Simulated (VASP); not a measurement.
**TeAs: relaxation of cell and atoms with LDA**

The system is TeAs.

```
Te As
1.0
     3.53233    0.00000    0.00000
     0.00000    3.53233    0.00000
     0.00000    0.00000    3.53233
Te As
1 1
Cartesian
  0.0000 0.0000 0.0000
  1.7662 1.7662 1.7662
```

```
Program                : VASP 6.6.1
Task                   : relaxation of cell and atoms
Functional             : LDA
Potentials or basis    : VASP PAW LDA potentials, release 64 (Te, As)
Cutoff                 : 600 eV
k mesh                 : 13 × 13 × 13
Occupations            : fermi-dirac, width 0.02 eV
Spin                   : no spin polarisation
Dipole correction      : no
Further INCAR settings : ALGO = Normal; EDIFF = 1e-06; IBRION = 2; EDIFFG = -0.03; NSW = 80; ISIF = 3
```

- Pressure after relaxing: 0.1 GPa

Final structure:
```yaml
crystal:
  lattice:
    - [3.53233, 0.00000, 0.00000]
    - [0.00000, 3.53233, 0.00000]
    - [0.00000, 0.00000, 3.53233]
  atoms:
    - { symbol: Te, position: [0.00000, 0.00000, 0.00000] }
    - { symbol: As, position: [0.50000, 0.50000, 0.50000] }
```

Levels at points of the mesh, in eV from the Fermi level:
```tsv
k point	band 3	band 4	band 5	band 6	band 7	band 8
(0.00, 0.00, 0.00)	-2.90	-2.90	-2.90	2.98	2.98	4.62
```

Run time: 18 s on 1 thread of Intel(R) Xeon(R) Platinum 8259CL CPU @ 2.50GHz (Skylake/Cascade Lake), on a shared host, peak memory 0.18 GiB.

Caveat: the relaxation stopped at its first step, so nothing moved; spin-orbit coupling is left out, which moves the levels of the heavy elements.
